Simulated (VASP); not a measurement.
Set up this calculation in VASP 6.6.1, as the native input.

```yaml
Task: single point
Functional: PBEsol
Potentials_or_basis: VASP PAW PBE potentials, release 64 (Ga_d, As)
Cutoff: 520 eV
k_mesh: 10 × 10 × 10
Occupations: gaussian, width 0.05 eV
Spin: no spin polarisation
Dipole_correction: no
Further_INCAR_settings: ALGO = Normal; EDIFF = 1e-06; NBANDS = 16
```

The structure of GaAs lies in POSCAR:

```
GaAs
1.0
    0.0000000000      2.8289295030      2.8289295030
    2.8289295030      0.0000000000      2.8289295030
    2.8289295030      2.8289295030      0.0000000000
Ga As
1 1
Direct
    0.0000000000      0.0000000000      0.0000000000
    0.2500000000      0.2500000000      0.2500000000
```

These files were run (other wordings do the same):

INCAR

```
SYSTEM = GaAs
PREC = Accurate
ENCUT = 520
EDIFF = 1E-6
ISMEAR = 0
SIGMA = 0.05
LREAL = .False.
LASPH = .True.
NELM = 60
ALGO = Normal
ISIF = 2
LWAVE = .False.
LCHARG = .False.
GGA = PS
NBANDS = 16
```

KPOINTS

```
regular mesh
0
Gamma
  10 10 10
  0 0 0
```

Potentials or basis: VASP PAW PBE potentials, release 64 (Ga_d, As).

Launch:

```sh
$ cat potpaw_PBE.64/Ga_d/POTCAR potpaw_PBE.64/As/POTCAR > POTCAR
$ mpirun -np 1 vasp_std > vasp.out
```

Results of the run:

```yaml
Pressure: 0.2 GPa
Band_gap_on_the_k_mesh: 0.44 eV, direct
```

Caveat: the PAW data sets were made with another functional, which shifts forces and pressure a little.

Wall time 14 s on 1 thread of Intel(R) Xeon(R) 6975P-C (Granite Rapids) (shared host), peak memory 0.18 GiB.
